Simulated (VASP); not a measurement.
Input of a VASP 6.6.1 run:

Contents of INCAR:

```
ALGO     = Normal         # electronic algorithm
EDIFF    = 1E-6           # SCF threshold, eV
ENCUT    = 500            # plane-wave cutoff, eV
GGA      = PE             # functional
GGA_COMPAT= False        
ISIF     = 2              # what is computed and relaxed
ISMEAR   = -1             # smearing method
LASPH    = True           # aspherical terms in the spheres
LCHARG   = False          # write CHGCAR
LREAL    = False          # projectors in reciprocal space
LWAVE    = False          # write WAVECAR
NBANDS   = 11             # bands
NELM     = 120            # most SCF steps
PREC     = Accurate       # precision mode
SIGMA    = 0.05           # smearing width, eV
```

File KPOINTS:

```
k-points
0
Gamma
  6 6 6
```

File POSCAR:

```
NaH
1.0
    2.9323912064      0.0000000000      0.0000000000
    0.0000000000      2.9323912064      0.0000000000
    0.0000000000      0.0000000000      2.9323912064
Na H
1 1
Direct
    0.0000000000      0.0000000000      0.0000000000
    0.5000000000      0.5000000000      0.5000000000
```

Potentials or basis: VASP PAW PBE potentials, release 64 (Na_pv, H).

Launch:

```console
$ cat potpaw_PBE.64/Na_pv/POTCAR potpaw_PBE.64/H/POTCAR > POTCAR
$ mpirun -np 1 vasp_std > vasp.out
```

**Question.** What does it give for the band gap on the k mesh?

**Answer.** 1.03 eV, indirect (least direct gap 4.50 eV).

**Question.** Predict the pressure.

**Answer.** 0.7 GPa.

A k mesh can miss the band edges. Expect the measured gap to be larger: semilocal functionals such as PBE lack the derivative discontinuity.
